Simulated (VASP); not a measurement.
# MoS2 (P6_3/mmc) in VASP: settings compared, part 2 of 3

VASP 6.6.1. Earlier steps stand in the parts before.

## 3. Band structure, TB-mBJ

Contents of POSCAR:

```
MoS2
1.0
    3.1690000000      0.0000000000      0.0000000000
   -1.5845000000      2.7444345046      0.0000000000
    0.0000000000      0.0000000000     12.3240000000
Mo S
2 4
Direct
    0.6666666667      0.3333333333      0.7500000000
    0.3333333333      0.6666666667      0.2500000000
    0.6666666667      0.3333333333      0.3770000000
    0.3333333333      0.6666666667      0.8770000000
    0.6666666667      0.3333333333      0.1230000000
    0.3333333333      0.6666666667      0.6230000000
```

Contents of INCAR.step1:

```
SYSTEM = MoS2
ISMEAR = 0
SIGMA = 0.03
LWAVE = .TRUE.
LCHARG = .FALSE.
NBANDS = 52
PREC = Accurate
LASPH = .TRUE.
LREAL = .FALSE.
ALGO = Normal
EDIFF = 1E-7
NELM = 120
GGA_COMPAT = .FALSE.
ENCUT = 520
EFERMI = MIDGAP
LMAXMIX = 6
GGA = PE
KPAR = 2
```

Contents of INCAR.step2:

```
SYSTEM = MoS2
METAGGA = MBJ
ISMEAR = 0
SIGMA = 0.03
LWAVE = .FALSE.
LCHARG = .FALSE.
NBANDS = 52
PREC = Accurate
LASPH = .TRUE.
LREAL = .FALSE.
ALGO = Normal
EDIFF = 1E-7
NELM = 120
GGA_COMPAT = .FALSE.
ENCUT = 520
EFERMI = MIDGAP
LMAXMIX = 6
LMIXTAU = .TRUE.
ISTART = 1
KPAR = 2
```

Contents of KPOINTS:

```
Automatic mesh
0
Gamma
  10 10 3
  0 0 0
```

Contents of KPOINTS_OPT:

```
path GMKGALHA,LM,KH
32
line-mode
reciprocal
 0.0000000000  0.0000000000  0.0000000000  G
 0.5000000000  0.0000000000  0.0000000000  M

 0.5000000000  0.0000000000  0.0000000000  M
 0.3333333333  0.3333333333  0.0000000000  K

 0.3333333333  0.3333333333  0.0000000000  K
 0.0000000000  0.0000000000  0.0000000000  G

 0.0000000000  0.0000000000  0.0000000000  G
 0.0000000000  0.0000000000  0.5000000000  A

 0.0000000000  0.0000000000  0.5000000000  A
 0.5000000000  0.0000000000  0.5000000000  L

 0.5000000000  0.0000000000  0.5000000000  L
 0.3333333333  0.3333333333  0.5000000000  H

 0.3333333333  0.3333333333  0.5000000000  H
 0.0000000000  0.0000000000  0.5000000000  A

 0.5000000000  0.0000000000  0.5000000000  L
 0.5000000000  0.0000000000  0.0000000000  M

 0.3333333333  0.3333333333  0.0000000000  K
 0.3333333333  0.3333333333  0.5000000000  H
```

Potentials or basis: VASP PAW PBE potentials, release 64 (Mo_sv, S).

Started as:

```
$ cat potpaw_PBE.64/Mo_sv/POTCAR potpaw_PBE.64/S/POTCAR > POTCAR
$ cp INCAR.step1 INCAR
$ mpirun -np 2 vasp_std > vasp.out
$ cp INCAR.step2 INCAR
$ mpirun -np 2 vasp_std > vasp.out
```

OUTCAR:

```text
SYSTEM = MoS2
   METAGGA = MBJ
   ISMEAR = 0
   PREC = Accurate
   LASPH = .TRUE.
   LREAL = .FALSE.
   EDIFF = 1E-7
   NELM = 120
   ENCUT = 520
   EFERMI = MIDGAP
   ISTART = 1

 ion  position               nearest neighbor table
   1  0.667  0.333  0.750-   4 2.41   6 2.41   4 2.41   6 2.41   4 2.41   6 2.41
   2  0.333  0.667  0.250-   3 2.41   5 2.41   3 2.41   5 2.41   3 2.41   5 2.41
   3  0.667  0.333  0.377-   2 2.41   2 2.41   2 2.41
   4  0.333  0.667  0.877-   1 2.41   1 2.41   1 2.41
   5  0.667  0.333  0.123-   2 2.41   2 2.41   2 2.41
   6  0.333  0.667  0.623-   1 2.41   1 2.41   1 2.41

  LATTYP: Found a hexagonal cell.
 ALAT       =     3.1690000000
 C/A-ratio  =     3.8889239508

  Lattice vectors:

 A1 = (   3.1690000000,   0.0000000000,   0.0000000000)
 A2 = (  -1.5845000000,   2.7444345046,   0.0000000000)
 A3 = (   0.0000000000,   0.0000000000,  12.3240000000)

Analysis of symmetry for initial positions (statically):
=====================================================================
 Subroutine PRICEL returns:
 Original cell was already a primitive cell.

 Routine SETGRP: Setting up the symmetry group for a
 hexagonal supercell.

 Subroutine GETGRP returns: Found 24 space group operations
 (whereof 12 operations were pure point group operations)
 out of a pool of 24 trial point group operations.

The static configuration has the point symmetry D_3d.
 The point group associated with its full space group is D_6h.

Analysis of symmetry for dynamics (positions and initial velocities):
=====================================================================
 Subroutine PRICEL returns:
 Original cell was already a primitive cell.

 Routine SETGRP: Setting up the symmetry group for a
 hexagonal supercell.

 Subroutine GETGRP returns: Found 24 space group operations
 (whereof 12 operations were pure point group operations)
 out of a pool of 24 trial point group operations.

The dynamic configuration has the point symmetry D_3d.
[... 136 lines left out ...]
   LHFCALC =     F    Hartree Fock is set to
   AEXX    =    0.0000 exact exchange contribution

     CMBJ =    1.0000
   IVDW    =     0    specifies the selected vdW correction
   LEPSILON=     F    determine dielectric tensor
   LRPA    =     F    only Hartree local field effects (RPA)

   CSHIFT  =0.1000    complex shift for real part using Kramers Kronig

   OMEGAMAX=  -1.0    maximum frequency
 non-spin polarized calculation
 Gauss-broadening in eV      SIGMA  =   0.03
  energy-cutoff  :      520.00
  volume of cell :      107.18
 maximum number of plane-waves:      2908
 NGX is ok and might be reduce to    24
   NGX = 11   NGY = 11   NGZ = 45

 number of electron      51.9999997 magnetization

 Free energy of the ion-electron system (eV)
  ---------------------------------------------------
  ext. energy  EPLUGINS =         0.00000000
  ---------------------------------------------------
  free energy    TOTEN  =       499.55960278 eV

  energy without entropy =      499.55960278  energy(sigma->0) =      499.55960278

 E-fermi :   7.9724     XC(G=0): -10.1870

 val. band max:        7.3819521143   @ k =   0.0000   0.0000   0.0000
 cond. band min:       8.5628228194   @ k =   0.2000   0.2000   0.0000
 fundamental gap:      1.1808707051
 Fermi energy:         7.9723874668

 k-point     1 :       0.0000    0.0000    0.0000
  band No.  band energies     occupation
      1     -54.1386      2.00000
      2     -54.1386      2.00000
      3     -28.2628      2.00000
      4     -28.2627      2.00000
      5     -28.0859      2.00000
      6     -28.0859      2.00000
[... 973 lines left out ...]
     37      15.5963      0.00000
     38      15.6977      0.00000

 [... further k-points ...]

 [bands above 38 left out]

------------------------ aborting loop because EDIFF is reached ----------------------------------------

  FORCE on cell =-STRESS in cart. coord.  units (eV):
  Direction    XX          YY          ZZ          XY          YZ          ZX
  --------------------------------------------------------------------------------------
  -------------------------------------------------------------------------------------
  Total      -65.5435499    -65.5435499    -73.5578436      0.0000000      0.0000000      0.0000000
  in kB     -979.7465489   -979.7465489  -1099.5444012      0.0000000      0.0000000      0.0000000
  external PRESSURE =   -1019.6791663 kB  Pullay stress =       0.0000000 kB

 VOLUME and BASIS-vectors are now :
 -----------------------------------------------------------------------------
  energy-cutoff  :      520.00
  volume of cell :      107.18
      direct lattice vectors                 reciprocal lattice vectors
     3.169000000  0.000000000  0.000000000     0.315556958  0.182186895  0.000000000
    -1.584500000  2.744434505  0.000000000     0.000000000  0.364373789  0.000000000
     0.000000000  0.000000000 12.324000000     0.000000000  0.000000000  0.081142486

 POSITION                                       TOTAL-FORCE (eV/Angst)
 -----------------------------------------------------------------------------------
      1.58450      0.91481      9.24300        -0.000000      0.000000      0.000000
     -0.00000      1.82962      3.08100         0.000000      0.000000      0.000000
      1.58450      0.91481      4.64615        -0.000000     -0.000000     -1.110253
     -0.00000      1.82962     10.80815        -0.000000     -0.000000     -1.110253
      1.58450      0.91481      1.51585         0.000000      0.000000      1.110253
     -0.00000      1.82962      7.67785        -0.000000      0.000000      1.110253
 -----------------------------------------------------------------------------------
    total drift:                               -0.000000      0.000000     -0.000000

  FREE ENERGIE OF THE ION-ELECTRON SYSTEM (eV)
  ---------------------------------------------------
  free  energy   TOTEN  =       499.5596027806 eV

  energy  without entropy=      499.5596027806  energy(sigma->0) =      499.55960278

    CMBJ =    1.2301
```

Run time: 10 min. Hardware: 2 MPI ranks of AMD EPYC 7R43 (Zen 3), shared host; peak memory 0.31 GiB.

Results:

* Band gap on the k mesh: 1.18 eV (least direct gap 1.88 eV)
* Band gap along the path: 1.14 eV (least direct gap 1.67 eV)

Levels at the corners of the path, in eV from the valence-band top:
| point | band 23 | band 24 | band 25 | band 26 | band 27 | band 28 | band 29 | band 30 |
| --- | --- | --- | --- | --- | --- | --- | --- | --- |
| Γ | -2.19 | -1.31 | -1.00 | 0.00 | 2.29 | 2.29 | 2.32 | 2.32 |
| M | -1.80 | -1.62 | -1.21 | -1.13 | 1.70 | 1.74 | 2.14 | 2.34 |
| M | -1.80 | -1.62 | -1.21 | -1.13 | 1.70 | 1.74 | 2.14 | 2.34 |
| K | -2.76 | -2.76 | -0.64 | -0.52 | 1.15 | 1.15 | 2.30 | 2.91 |
| K | -2.76 | -2.76 | -0.64 | -0.52 | 1.15 | 1.15 | 2.30 | 2.91 |
| Γ | -2.19 | -1.31 | -1.00 | 0.00 | 2.29 | 2.29 | 2.32 | 2.32 |
| Γ | -2.19 | -1.31 | -1.00 | 0.00 | 2.29 | 2.29 | 2.32 | 2.32 |
| A | -2.21 | -2.21 | -0.27 | -0.27 | 2.29 | 2.29 | 2.29 | 2.29 |
| A | -2.21 | -2.21 | -0.27 | -0.27 | 2.29 | 2.29 | 2.29 | 2.29 |
| L | -1.71 | -1.71 | -1.17 | -1.17 | 1.72 | 1.72 | 2.24 | 2.24 |
| L | -1.71 | -1.71 | -1.17 | -1.17 | 1.72 | 1.72 | 2.24 | 2.24 |
| H | -2.93 | -2.93 | -0.58 | -0.58 | 1.15 | 1.15 | 2.69 | 2.69 |
| H | -2.93 | -2.93 | -0.58 | -0.58 | 1.15 | 1.15 | 2.69 | 2.69 |
| A | -2.21 | -2.21 | -0.27 | -0.27 | 2.29 | 2.29 | 2.29 | 2.29 |
| L | -1.71 | -1.71 | -1.17 | -1.17 | 1.72 | 1.72 | 2.24 | 2.24 |
| M | -1.80 | -1.62 | -1.21 | -1.13 | 1.70 | 1.74 | 2.14 | 2.34 |
| K | -2.76 | -2.76 | -0.64 | -0.52 | 1.15 | 1.15 | 2.30 | 2.91 |
| H | -2.93 | -2.93 | -0.58 | -0.58 | 1.15 | 1.15 | 2.69 | 2.69 |

## 4. Single point, LDA+U

POSCAR is that of step 3.

Contents of INCAR.step1:

```
ALGO = Normal ; EDIFF = 1E-6
ENCUT = 520 ; GGA = CA
ISIF = 2 ; ISMEAR = -1
LASPH = True ; LCHARG = True
LDAU = True ; LDAUJ = 0 0
LDAUL = 2 -1 ; LDAUPRINT = 1
LDAUTYPE = 2 ; LDAUU = 3 0
LMAXMIX = 4 ; LREAL = False
LWAVE = False ; NBANDS = 35
NELM = 150 ; PREC = Accurate
SIGMA = 0.05
```

Contents of KPOINTS.step1:

```
k-points
0
Gamma
  10 10 3
```

Contents of INCAR.step2:

```
ALGO = Normal ; EDIFF = 1E-6
ENCUT = 520 ; GGA = CA
ICHARG = 11 ; ISIF = 2
ISMEAR = -5 ; LASPH = True
LCHARG = False ; LDAU = True
LDAUJ = 0 0 ; LDAUL = 2 -1
LDAUPRINT = 1 ; LDAUTYPE = 2
LDAUU = 3 0 ; LMAXMIX = 4
LORBIT = 11 ; LREAL = False
LWAVE = False ; NEDOS = 1001
NELM = 150 ; PREC = Accurate
SIGMA = 0.05
```

Contents of KPOINTS.step2:

```
k-points
0
Gamma
  15 15 5
```

Potentials or basis: VASP PAW LDA potentials, release 64 (Mo_sv, S).

Started as:

```
$ cat potpaw_LDA.64/Mo_sv/POTCAR potpaw_LDA.64/S/POTCAR > POTCAR
$ cp INCAR.step1 INCAR
$ cp KPOINTS.step1 KPOINTS
$ mpirun -np 1 vasp_std > vasp.out
$ cp INCAR.step2 INCAR
$ cp KPOINTS.step2 KPOINTS
$ mpirun -np 1 vasp_std > vasp.out
```

It took 92 s on 1 thread of Intel Xeon 6975P-C (Granite Rapids), shared host; peak memory 0.32 GiB.

It converged, with:

```
Valence electrons inside the program's atomic spheres : Mo 12.43; S 3.69
```

Levels at points of the mesh, in eV from the valence-band top:
| k point | band 22 | band 23 | band 24 | band 25 | band 26 | band 27 | band 28 | band 29 | band 30 | band 31 |
| --- | --- | --- | --- | --- | --- | --- | --- | --- | --- | --- |
| (0.00, 0.00, 0.00) | -2.07 | -2.07 | -1.20 | -1.18 | 0.00 | 2.12 | 2.13 | 2.15 | 2.15 | 2.28 |

Eigenvalues of the final occupation matrices:
```
    site  spin  trace               eigenvalues
site 1 d     1   1.98  0.38 0.38 0.40 0.40 0.42
site 1 d     2   1.98  0.38 0.38 0.40 0.40 0.42
site 2 d     1   1.98  0.38 0.38 0.40 0.40 0.42
site 2 d     2   1.98  0.38 0.38 0.40 0.40 0.42
```

## 5. Single point, LDA+U

POSCAR is that of step 4.

Contents of INCAR.step1:

```
  PREC = Accurate
  ENCUT = 520
  EDIFF = 1E-6
  ISMEAR = -1
  SIGMA = 0.05
  LREAL = F
  LASPH = T
  NELM = 150
  ALGO = Normal
  ISIF = 2
  LWAVE = F
  LCHARG = T
  LMAXMIX = 4
  LDAU = T
  LDAUTYPE = 2
  LDAUL = 2 -1
  LDAUU = 5 0
  LDAUJ = 0 0
  LDAUPRINT = 1
  GGA = CA
  NBANDS = 35
```

Contents of KPOINTS.step1:

```
regular mesh
0
Gamma
  10 10 3
```

Contents of INCAR.step2:

```
  PREC = Accurate
  ENCUT = 520
  EDIFF = 1E-6
  ISMEAR = -5
  SIGMA = 0.05
  LREAL = F
  LASPH = T
  NELM = 150
  ALGO = Normal
  ISIF = 2
  LWAVE = F
  LCHARG = F
  LMAXMIX = 4
  LDAU = T
  LDAUTYPE = 2
  LDAUL = 2 -1
  LDAUU = 5 0
  LDAUJ = 0 0
  LDAUPRINT = 1
  GGA = CA
  LORBIT = 10
  NBANDS = 35
  NEDOS = 1001
  ICHARG = 11
```

Contents of KPOINTS.step2:

```
regular mesh
0
Gamma
  15 15 5
```

Started as:

```
$ cat potpaw_LDA.64/Mo_sv/POTCAR potpaw_LDA.64/S/POTCAR > POTCAR
$ cp INCAR.step1 INCAR
$ cp KPOINTS.step1 KPOINTS
$ mpirun -np 1 vasp_std > vasp.out
$ cp INCAR.step2 INCAR
$ cp KPOINTS.step2 KPOINTS
$ mpirun -np 1 vasp_std > vasp.out
```

Run time: 98 s. Hardware: 1 thread of Intel Xeon 6975P-C (Granite Rapids), shared host; peak memory 0.33 GiB.

The run converged. Its results:

* Valence electrons inside the program's atomic spheres: Mo 12.39; S 3.70

Levels at points of the mesh, in eV from the valence-band top:
```tsv
k point	band 23	band 24	band 25	band 26	band 27	band 28	band 29	band 30
(0.00, 0.00, 0.00)	-2.01	-1.20	-1.18	0.00	2.17	2.17	2.19	2.19
```

Eigenvalues of the final occupation matrices:
```
    site  spin  trace               eigenvalues
site 1 d     1   1.95  0.37 0.37 0.39 0.39 0.43
site 1 d     2   1.95  0.37 0.37 0.39 0.39 0.43
site 2 d     1   1.95  0.37 0.37 0.39 0.39 0.43
site 2 d     2   1.95  0.37 0.37 0.39 0.39 0.43
```

(Continued in part 3 of 3.)
